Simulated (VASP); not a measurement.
# Mg2Zn3O (P-6m2) in VASP: single point with PBE

Aim: the single point of Mg2Zn3O with PBE.

Everything below comes from runs of VASP 6.6.1. Logs are shortened: lines on timing, memory, paths and dates and some standing lists are left out, and cuts for length are marked.

## Step 1: The cell of the first run

The structure is hexagonal, space group P-6m2 (No. 187). Conventional cell: a = 5.871 Å, b = 5.871 Å, c = 4.415 Å, α = 90.00°, β = 90.00°, γ = 120.00°. Mg (site symmetry -6m2) has 5 Mg at 3.39 to 4.42 Å and 12 Zn at 3.68 Å and 6 O at 4.04 Å within 4.5 Å. Mg (site symmetry -6m2) has 6 Zn at 2.68 Å and 3 Mg at 3.39 Å within 3.5 Å. Within 2.5 Å of Zn (site symmetry mm2) lie 1 O at 1.87 Å. Within 2.5 Å of O (site symmetry -6m2) lie 3 Zn at 1.87 Å.

The cell was generated, and may not be a known phase.

## Step 2: Single point, PBE

INCAR reads:

```
SYSTEM = Mg2Zn3O
ALGO = Normal
EDIFF = 1E-6
ENCUT = 840
GGA = PE
GGA_COMPAT = .False.
ISIF = 2
ISMEAR = 0
LASPH = .True.
LCHARG = .False.
LREAL = .False.
LWAVE = .False.
NBANDS = 40
NELM = 120
PREC = Accurate
SIGMA = 0.2
```

KPOINTS reads:

```
k-points
0
Gamma
  4 4 3
  0 0 0
```

POSCAR reads:

```
Mg2Zn3O
1.0
    5.8706380012      0.0000000037      0.0000000000
   -2.9353190038      5.0841216436      0.0000000000
    0.0000000000      0.0000000000      4.4151999740
Mg Zn O
2 3 1
Direct
    0.3333333333      0.6666666667      0.0000000000
    0.6666666667      0.3333333333      0.0000000000
    0.8158035922      0.1841964078      0.5000000000
    0.8158035922      0.6316071843      0.5000000000
    0.3683928157      0.1841964078      0.5000000000
    0.0000000000      0.0000000000      0.5000000000
```

Potentials or basis: VASP PAW PBE potentials, release 64 (Mg_sv, Zn, O).

On the command line:

```bash
cat potpaw_PBE.64/Mg_sv/POTCAR potpaw_PBE.64/Zn/POTCAR potpaw_PBE.64/O/POTCAR > POTCAR
mpirun -np 1 vasp_std > vasp.out
```

OUTCAR:

```text
SYSTEM = Mg2Zn3O
   EDIFF = 1E-6
   ENCUT = 840
   GGA = PE
   ISIF = 2
   ISMEAR = 0
   LASPH = .True.
   LREAL = .False.
   NELM = 120
   PREC = Accurate

 ion  position               nearest neighbor table
   1  0.333  0.667  0.000-
   2  0.667  0.333  0.000-
   3  0.816  0.184  0.500-   6 1.87   4 2.63   5 2.63
   4  0.816  0.632  0.500-   6 1.87   3 2.63   5 2.63
   5  0.368  0.184  0.500-   6 1.87   4 2.63   3 2.63
   6  0.000  0.000  0.500-   3 1.87   4 1.87   5 1.87

  LATTYP: Found a hexagonal cell.
 ALAT       =     5.8706380012
 C/A-ratio  =     0.7520817964

  Lattice vectors:

 A1 = (   5.8706380012,   0.0000000037,   0.0000000000)
 A2 = (  -2.9353190038,   5.0841216436,   0.0000000000)
 A3 = (   0.0000000000,   0.0000000000,   4.4151999740)

Analysis of symmetry for initial positions (statically):
=====================================================================
 Subroutine PRICEL returns:
 Original cell was already a primitive cell.

 Routine SETGRP: Setting up the symmetry group for a
 hexagonal supercell.

 Subroutine GETGRP returns: Found 12 space group operations
 (whereof 12 operations were pure point group operations)
 out of a pool of 24 trial point group operations.

The static configuration has the point symmetry D_3h.

Analysis of symmetry for dynamics (positions and initial velocities):
=====================================================================
 Subroutine PRICEL returns:
 Original cell was already a primitive cell.

 Routine SETGRP: Setting up the symmetry group for a
 hexagonal supercell.

 Subroutine GETGRP returns: Found 12 space group operations
 (whereof 12 operations were pure point group operations)
 out of a pool of 24 trial point group operations.

The dynamic configuration has the point symmetry D_3h.

 Subroutine INISYM returns: Found 12 space group operations
 (whereof 12 operations are pure point group operations),
 and found     1 'primitive' translations

----------------------------------------------------------------------------------------

                                     Primitive cell

  volume of cell :     131.7806

[... 77 lines left out ...]
   ENCUT  =  840.0 eV  61.74 Ry    7.86 a.u.  13.87 13.87 10.43*2*pi/ulx,y,z
   NELM   =    120;   NELMIN=  2; NELMDL= -5     # of ELM steps
   EDIFF  = 0.1E-05   stopping-criterion for ELM
   LREAL  =      F    real-space projection
   EDIFFG = 0.1E-04   stopping-criterion for IOM
   NSW    =      0    number of steps for IOM
   IBRION =     -1    ionic relax: 0-MD 1-quasi-New 2-CG
   NFREE  =      0    steps in history (QN), initial steepest desc. (CG)
   ISIF   =      2    stress and relaxation
   ISYM   =      2    0-nonsym 1-usesym 2-fastsym
   POTIM  = 0.5000    time-step for ionic-motion
   TEBEG  =    0.0;   TEEND  =   0.0 temperature during run
   PSTRESS=    0.0 pullay stress
   NELECT =      62.0000    total number of electrons
   NUPDOWN=      -1.0000    fix difference up-down
   EMIN   =  10.00;   EMAX   =-10.00  energy-range for DOS
   EFERMI =   0.00;   METHOD = LEGACY
   ISMEAR =     0;   SIGMA  =   0.20  broadening in eV -4-tet -1-fermi 0-gaus
   EFERMI_NEDOS =   21; number of points for ismear=-14 and -15
   IALGO  =     38    algorithm
   IMIX   =      4    mixing-type and parameters
     AMIX     =   0.40;   BMIX     =  1.00
     AMIX_MAG =   1.60;   BMIX_MAG =  1.00
  volume/ion in A,a.u.               =      21.96       148.22
  Fermi-wavevector in a.u.,A,eV,Ry     =   1.273273  2.406137 22.058093  1.621224
  Thomas-Fermi vector in A             =   2.406105
   LORBIT       =      0    0 simple, 1 ext, 2 COOP (PROOUT), +10 PAW based schemes
   GGA     = PE    functional components
   LHFCALC =     F    Hartree Fock is set to
   AEXX    =    0.0000 exact exchange contribution
   IVDW    =     0    specifies the selected vdW correction
   LEPSILON=     F    determine dielectric tensor
   LRPA    =     F    only Hartree local field effects (RPA)
 non-spin polarized calculation
 Gauss-broadening in eV      SIGMA  =   0.20
  energy-cutoff  :      840.00
  volume of cell :      131.78
 maximum number of plane-waves:      7318
 NGX is ok and might be reduce to    56
   NGX = 27   NGY = 27   NGZ = 21

 number of electron      61.9999996 magnetization

 Free energy of the ion-electron system (eV)
  ---------------------------------------------------
  ext. energy  EPLUGINS =         0.00000000
  ---------------------------------------------------
  free energy    TOTEN  =       -12.07459835 eV

  energy without entropy =      -12.03728434  energy(sigma->0) =      -12.05594134

 E-fermi :   1.3464     XC(G=0):  -8.7844

 val. band max:        1.3454402187   @ k =   0.2500   0.2500   0.3333
 cond. band min:       1.5746584191   @ k =   0.2500  -0.0000   0.0000
 fundamental gap:      0.2292182005
 Fermi energy:         1.3463973785

 k-point     1 :       0.0000    0.0000    0.0000
  band No.  band energies     occupation
      1     -75.5494      2.00000
      2     -74.7417      2.00000
      3     -42.3212      2.00000
      4     -42.3047      2.00000
      5     -42.3047      2.00000
      6     -41.5127      2.00000
[... 333 lines left out ...]
     39       6.8395      0.00000
     40       8.3112      0.00000

------------------------ aborting loop because EDIFF is reached ----------------------------------------

  FORCE on cell =-STRESS in cart. coord.  units (eV):
  Direction    XX          YY          ZZ          XY          YZ          ZX
  --------------------------------------------------------------------------------------
  -------------------------------------------------------------------------------------
  Total        0.6062423      0.6062423     -0.0815117      0.0000000     -0.0000000      0.0000000
  in kB        7.3706400      7.3706400     -0.9910118      0.0000000     -0.0000000      0.0000000
  external PRESSURE =       4.5834227 kB  Pullay stress =       0.0000000 kB

 VOLUME and BASIS-vectors are now :
 -----------------------------------------------------------------------------
  energy-cutoff  :      840.00
  volume of cell :      131.78
      direct lattice vectors                 reciprocal lattice vectors
     5.870638001  0.000000004  0.000000000     0.170339237  0.098345405  0.000000000
    -2.935319004  5.084121644  0.000000000    -0.000000000  0.196690809  0.000000000
     0.000000000  0.000000000  4.415199974     0.000000000  0.000000000  0.226490308

 POSITION                                       TOTAL-FORCE (eV/Angst)
 -----------------------------------------------------------------------------------
     -0.00000      3.38941      0.00000        -0.000000      0.000000     -0.000000
      2.93532      1.69471      0.00000        -0.000000      0.000000     -0.000000
      4.24861      0.93648      2.20760        -0.051289      0.029612      0.000000
      2.93532      3.21117      2.20760         0.000000     -0.059224     -0.000000
      1.62203      0.93648      2.20760         0.051289      0.029612      0.000000
      0.00000      0.00000      2.20760        -0.000000      0.000000     -0.000000
 -----------------------------------------------------------------------------------
    total drift:                                0.000003     -0.000002     -0.000000

  FREE ENERGIE OF THE ION-ELECTRON SYSTEM (eV)
  ---------------------------------------------------
  free  energy   TOTEN  =       -12.0745983504 eV

  energy  without entropy=      -12.0372843388  energy(sigma->0) =      -12.05594134
```

OSZICAR:

```text
N       E                     dE             d eps       ncg     rms          rms(c)
DAV:   1     0.789321921534E+03    0.78932E+03   -0.40940E+04   640   0.265E+03
DAV:   2     0.911649787250E+02   -0.69816E+03   -0.67318E+03   640   0.665E+02
DAV:   3    -0.225094025923E+01   -0.93416E+02   -0.91200E+02   888   0.206E+02
DAV:   4    -0.133289206028E+02   -0.11078E+02   -0.10869E+02   880   0.539E+01
DAV:   5    -0.147094977234E+02   -0.13806E+01   -0.13803E+01   808   0.113E+01    0.127E+01
DAV:   6    -0.120864042822E+02    0.26231E+01   -0.11588E+01  1072   0.411E+01    0.669E+00
DAV:   7    -0.121139020860E+02   -0.27498E-01   -0.22315E+00   720   0.846E+00    0.428E+00
DAV:   8    -0.121288627792E+02   -0.14961E-01   -0.91445E-01   760   0.440E+00    0.176E+00
DAV:   9    -0.120715985097E+02    0.57264E-01   -0.28247E-01  1000   0.394E+00    0.266E-01
DAV:  10    -0.120743940002E+02   -0.27955E-02   -0.40210E-02   728   0.989E-01    0.138E-01
DAV:  11    -0.120747046254E+02   -0.31063E-03   -0.25133E-03   744   0.265E-01    0.880E-02
DAV:  12    -0.120746288990E+02    0.75726E-04   -0.11861E-03   984   0.201E-01    0.464E-02
DAV:  13    -0.120745956964E+02    0.33203E-04   -0.22969E-04   784   0.921E-02    0.511E-03
DAV:  14    -0.120745983289E+02   -0.26325E-05   -0.24037E-05   616   0.245E-02    0.179E-03
DAV:  15    -0.120745983504E+02   -0.21480E-07   -0.36614E-07   464   0.696E-03
   1 F= -.12074598E+02 E0= -.12055941E+02  d E =-.373140E-01
```

stdout:

```text
POSCAR found type information on POSCAR MgZnO
 POSCAR found :  3 types and       6 ions
 scaLAPACK will be used
 LDA part: xc-table for (Slater+PW92), standard interpolation
 POSCAR, INCAR and KPOINTS ok, starting setup
 FFT: planning ... GRIDC
 FFT: planning ... GRID_SOFT
 FFT: planning ... GRID
 WAVECAR not read
 entering main loop
```

Wall time 100 s (1 thread of AMD EPYC 7R13 (Zen 3), shared host); peak memory 0.34 GiB.

Results:

```
Free energy            : -12.0746 eV
Pressure               : 0.5 GPa
Largest force          : 0.059 eV/Å
Band gap on the k mesh : zero (bands 31 and 32 overlap by 1.01 eV)
```

Forces in eV/Å, atoms in the order of the input:
```
Mg   0.000  0.000  0.000
Mg   0.000  0.000  0.000
Zn  -0.051  0.030  0.000
Zn   0.000 -0.059  0.000
Zn   0.051  0.030  0.000
O    0.000  0.000  0.000
```

Stress tensor (GPa, compression positive):
```
 0.74  0.00  0.00
 0.00  0.74  0.00
 0.00  0.00 -0.10
```

Levels at points of the mesh, in eV from the Fermi level:
```tsv
k point	band 28	band 29	band 30	band 31	band 32	band 33	band 34	band 35
(0.00, 0.00, 0.00)	-3.42	-1.58	-1.58	-1.04	0.90	1.89	1.89	2.47
(0.50, 0.00, 0.00)	-3.17	-2.96	-0.93	-0.31	0.77	2.44	3.36	3.46
```

Caveat: the k points lie up to 0.47 Å⁻¹ apart, too coarse for converged energies and pressures of a metal.

The gap in the log of VASP goes by the Fermi energy; the results here count the filled bands.